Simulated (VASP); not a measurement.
A run of VASP 6.6.1:

File INCAR:

```
SYSTEM = Pt4Pb3
ALGO = Normal ; EDIFF = 1E-6
ENCUT = 520 ; GGA = PE
ISIF = 2 ; ISMEAR = -1
LASPH = .True. ; LCHARG = .False.
LREAL = .False. ; LWAVE = .False.
NBANDS = 95 ; NELM = 80
PREC = Accurate ; SIGMA = 0.05
```

Contents of KPOINTS:

```
k-points
0
Gamma
  3 2 3
  0 0 0
```

Contents of POSCAR:

```
Pt4Pb3
1.0
    6.2446500000      0.2805370000      0.0707040000
    0.4699530000      7.4168440000     -0.1924810000
   -0.3895210000      0.8701580000      5.4225060000
Pb Pt
6 8
Direct
    0.5887495220      0.1817595228      0.0809921296
    0.3150787489      0.3207996578      0.4075705054
    0.4418321860      0.8932585536      0.4648424542
    0.2662076027      0.0896052478      0.8067589718
    0.2467327462      0.4261602467      0.9153651021
    0.6502203524      0.4984390824      0.2513201227
    0.6289611359      0.5938031619      0.7326401775
    0.9439793616      0.9708935194      0.0396308347
    0.8851884883      0.2842585358      0.7795971089
    0.8633281868      0.7487578073      0.4059327727
    0.1370928934      0.7740427875      0.7450506304
    0.9387358715      0.2092088783      0.3484749216
    0.5781990209      0.8347886961      0.0179476020
    0.2324819568      0.6732176645      0.2279905647
```

Potentials or basis: VASP PAW PBE potentials, release 64 (Pb_d, Pt).

Run with:

```console
$ cat potpaw_PBE.64/Pb_d/POTCAR potpaw_PBE.64/Pt/POTCAR > POTCAR
$ mpirun -np 1 vasp_std > vasp.out
```

Hardware: 1 thread of Oxide Virtual Turin-like Processor, on a shared host.

Task: Estimate the wall time of this run.

Result: Wall time 8.3 min on 1 thread of Oxide Virtual Turin-like Processor, with other jobs on the host, peak memory 0.39 GiB. Counts: scf iterations 16, k points 10.
